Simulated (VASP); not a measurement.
Runs of VASP 6.6.1 on BeS. The structure is that of space group F-43m (No. 216), or close to it. The cells are those of the table. 

| cell | gap on the mesh (eV) | pressure (GPa) |
| --- | --- | --- |
| a = 3.406 Å, angles 60.0°, 2 atoms | 2.86 | (a) |
| a = 3.383 Å, angles 60.0°, 2 atoms | 2.81 | 0.8 |
| a = 3.475 Å, angles 60.0°, 2 atoms | 2.98 | -6.4 |
| a = 3.497 Å, angles 60.0°, 2 atoms | (b) | -7.8 |
| a = 3.429 Å, angles 60.0°, 2 atoms | 2.90 | -3.2 |
| a = 3.452 Å, angles 60.0°, 2 atoms | (d) | -4.9 |
| a = 3.359 Å, angles 60.0°, 2 atoms | (c) | 3.1 |

Alike in all rows: task single point; level LDA; potentials or basis VASP PAW LDA potentials, release 64 (Be, S); no spin polarisation; k mesh 8 × 8 × 8; cutoff (eV) 520; smearing gaussian 0.01 eV.

Q: Estimate the missing entries.

A: (a) -1.3; (b) 3.02; (c) 2.76; (d) 2.95.

A k mesh can miss the band edges.
